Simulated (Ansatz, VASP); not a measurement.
# AlNi: VASP beside Ansatz

The input INCAR:

```
SYSTEM = AlNi
  PREC = Accurate
  ENCUT = 520
  EDIFF = 1E-7
  ISMEAR = -1
  SIGMA = 0.05
  LREAL = .False.
  LASPH = .True.
  NELM = 150
  ALGO = Fast
  ISIF = 2
  LWAVE = .False.
  LCHARG = .False.
  ISPIN = 2
  MAGMOM = 1 0
  LORBIT = 11
  LMAXMIX = 4
  NBANDS = 18
```

File KPOINTS:

```
regular mesh
0
Gamma
  9 9 9
  0 0 0
```

The input POSCAR:

```
AlNi
1.0
    2.8810000000      0.0000000000      0.0000000000
    0.0000000000      2.8810000000      0.0000000000
    0.0000000000      0.0000000000      2.8810000000
Ni Al
1 1
Direct
    0.5000000000      0.5000000000      0.5000000000
    0.0000000000      0.0000000000      0.0000000000
```

File input.yaml:

```yaml
crystal:
  lattice:
    - [2.881, 0.0, 0.0]
    - [0.0, 2.881, 0.0]
    - [0.0, 0.0, 2.881]
  atoms:
    - { symbol: Ni, position: [0.5, 0.5, 0.5], spin: 1.0 }
    - { symbol: Al, position: [0.0, 0.0, 0.0] }
kpoints:
  mp_grid: { grid: [9, 9, 9] }
scf:
  occupations: { method: fermi_dirac, width: 0.05 }
hamiltonian:
  xc: lda
  pseudopotentials: { kind: all_electron, lapw: { basis_error: 0.001 } }
magnetization:
  spin_polarized: true
output:
  forces: true
  stress: true
  eigenvalues: true
```

Alike in both runs: task single point; functional LDA; k mesh 9 × 9 × 9; occupations fermi-dirac, width 0.05 eV; collinear spin.

|  | VASP | Ansatz |
| --- | --- | --- |
| version | VASP 6.6.1 | Ansatz 0.2.0 |
| potentials or method | VASP PAW LDA potentials, release 64 (Ni, Al), cutoff 520 eV | all-electron LAPW, scalar-relativistic |

Ansatz gave:

| Property | Result |
| --- | --- |
| gap on the k mesh at the Fermi level (eV) | none |
| pressure (GPa) | -8.7 |
| net moment per atom (μB) | 0.00 |

Problem. Which values does VASP return?

Solution. gap on the k mesh at the Fermi level (eV): none; pressure (GPa): -8.3; net moment per atom (μB): 0.00.

LDA's correlation is that of Perdew and Zunger in VASP and of Perdew and Wang (1992) in Ansatz. A gap of «none» marks a metal or a gap that the smearing closes. Ansatz ran all-electron here, and VASP with PAW potentials.
